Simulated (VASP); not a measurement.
Set up this calculation in VASP 6.6.1, as the native input.

```
Task                               : single point
Functional                         : HSE06
Potentials or basis                : VASP PAW PBE potentials, release 64 (Na_pv, I)
Cutoff                             : 520 eV
k mesh                             : 4 × 4 × 4
Occupations                        : fermi-dirac, width 0.05 eV
Spin                               : no spin polarisation
Dipole correction                  : no
Grid for exact exchange (PRECFOCK) : Normal
Further INCAR settings             : ALGO = Normal; EDIFF = 1e-06; NBANDS = 14
Share of exact exchange            : 0.25
Screening parameter                : 0.2079 1/Å
```

The system is NaI (rock salt type).

```
Na I
1.0
     0.00000    3.24309    3.24309
     3.24309    0.00000    3.24309
     3.24309    3.24309    0.00000
Na I
1 1
Cartesian
  0.0000 0.0000 0.0000
  3.2431 3.2431 3.2431
```

These files were run (other wordings do the same):

POSCAR

```
NaI
1.0
    0.0000000000      3.2430865881      3.2430865881
    3.2430865881      0.0000000000      3.2430865881
    3.2430865881      3.2430865881      0.0000000000
Na I
1 1
Direct
    0.0000000000      0.0000000000      0.0000000000
    0.5000000000      0.5000000000      0.5000000000
```

INCAR.step1

```
SYSTEM = NaI
PREC = Accurate ; ENCUT = 520
EDIFF = 1E-5 ; ISMEAR = -1
SIGMA = 0.05 ; LREAL = .FALSE.
LASPH = .TRUE. ; NELM = 80
ALGO = Normal ; ISIF = 2
LWAVE = .TRUE. ; LCHARG = .FALSE.
NBANDS = 14 ; GGA = PE
```

INCAR.step2

```
SYSTEM = NaI
PREC = Accurate ; ENCUT = 520
EDIFF = 1E-6 ; ISMEAR = -1
SIGMA = 0.05 ; LREAL = .FALSE.
LASPH = .TRUE. ; NELM = 80
ALGO = Normal ; ISIF = 2
LWAVE = .FALSE. ; LCHARG = .FALSE.
GGA = PE ; LHFCALC = .TRUE.
HFSCREEN = 0.2079 ; PRECFOCK = Normal
NBANDS = 14 ; ISTART = 1
```

KPOINTS

```
regular mesh
0
G
  4 4 4
  0 0 0
```

Potentials or basis: VASP PAW PBE potentials, release 64 (Na_pv, I).

Command:

```console
$ cat potpaw_PBE.64/Na_pv/POTCAR potpaw_PBE.64/I/POTCAR > POTCAR
$ cp INCAR.step1 INCAR
$ mpirun -np 1 vasp_std > vasp.out
$ cp INCAR.step2 INCAR
$ mpirun -np 1 vasp_std > vasp.out
```

Results of the run:

- Pressure: 0.1 GPa
- Band gap on the k mesh: 4.64 eV

Caveat: the PAW data sets were made with another functional, which shifts forces and pressure a little; spin-orbit coupling is left out, which moves the levels of the heavy elements.

Run time: 3.6 min on 1 thread of Intel(R) Xeon(R) 6975P-C (Granite Rapids), on a shared host, peak memory 0.31 GiB.
